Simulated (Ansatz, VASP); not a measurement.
Two plane-wave programs on CuF3

Contents of INCAR:

```
SYSTEM = CuF3
ALGO = Normal ; EDIFF = 1E-7
ENCUT = 520 ; GGA = PE
ISIF = 2 ; ISMEAR = 0
ISPIN = 2 ; LASPH = .TRUE.
LCHARG = .TRUE. ; LDAU = .TRUE.
LDAUJ = 0.5 0 ; LDAUL = 2 -1
LDAUPRINT = 1 ; LDAUTYPE = 1
LDAUU = 8 0 ; LELF = .TRUE.
LMAXMIX = 4 ; LORBIT = 11
LREAL = .FALSE. ; LVHAR = .TRUE.
LWAVE = .FALSE. ; MAGMOM = 2 0 0 0
NBANDS = 28 ; NELM = 150
PREC = Accurate ; SIGMA = 0.05
```

Contents of KPOINTS:

```
k-points
0
G
  5 5 5
  0 0 0
```

File POSCAR:

```
CuF3
1.0
    3.7647689300      0.0000000000      0.0000000000
    0.0000000000      3.7647689300      0.0000000000
    0.0000000000      0.0000000000      3.7647689300
Cu F
1 3
Direct
    0.0000000000      0.0000000000      0.0000000000
    0.5000000000      0.0000000000      0.0000000000
    0.0000000000      0.0000000000      0.5000000000
    0.0000000000      0.5000000000      0.0000000000
```

Input for Ansatz:

```yaml
crystal:
  lattice:
    - [3.76476893, 0.0, 0.0]
    - [0.0, 3.76476893, 0.0]
    - [0.0, 0.0, 3.76476893]
  atoms:
    - { symbol: Cu, position: [0.0, 0.0, 0.0], spin: 2.0 }
    - { symbol: F, position: [0.5, 0.0, 0.0] }
    - { symbol: F, position: [0.0, 0.0, 0.5] }
    - { symbol: F, position: [0.0, 0.5, 0.0] }
basis:
  ecutwfc: 420
  ecutrho_ratio: 4
kpoints:
  mp_grid: { grid: [5, 5, 5] }
hamiltonian:
  xc: pbe
  hubbard: { sites: [{ site: 0, l: d, u: 8.0, j: 0.5 }] }
scf:
  occupations: { method: gaussian, width: 0.05 }
  lower_state_search: "off"
  max_iter: 150
output:
  forces: true
  stress: true
  eigenvalues: true
  populations: true
  hubbard: { sites: [{ site: 0, l: d }] }
magnetization:
  spin_polarized: true
```

Alike in both runs: task single point; functional PBE; k mesh 5 × 5 × 5; occupations gaussian, width 0.05 eV; collinear spin; Hubbard terms Cu d U = 8.0 eV, J = 0.5 eV.

|  | VASP | Ansatz |
| --- | --- | --- |
| version | VASP 6.6.1 | Ansatz 0.2.0 |
| potentials or method | VASP PAW PBE potentials, release 64 (Cu, F), cutoff 520 eV | scalar-relativistic, plane waves, PAW |
| valence electrons in the cell | 32 | 40 |

|  | VASP | Ansatz | Ansatz less VASP |
| --- | --- | --- | --- |
| gap on the k mesh at the Fermi level (eV) | none | none | - |
| pressure (GPa) | 0.9 | 4.8 | +3.91 |
| net moment per atom (μB) | 0.50 | 0.29 | -0.208 |
| size of the moment on the site where the two differ most (μB) | 1.32 | 0.84 | -0.480 |

The net moments are unlike, so the other rows may belong to different states. Site moments also hang on the region over which each program counts them. The programs project onto different local orbitals, so the same U acts differently, and such runs can settle in different states. A gap of «none» marks a metal or a gap that the smearing closes. VASP's potentials hold 32 valence electrons a cell and Ansatz's 40, so a difference there can come from the potentials and not from the codes. Ansatz's warnings: filled band counts differ across k points.
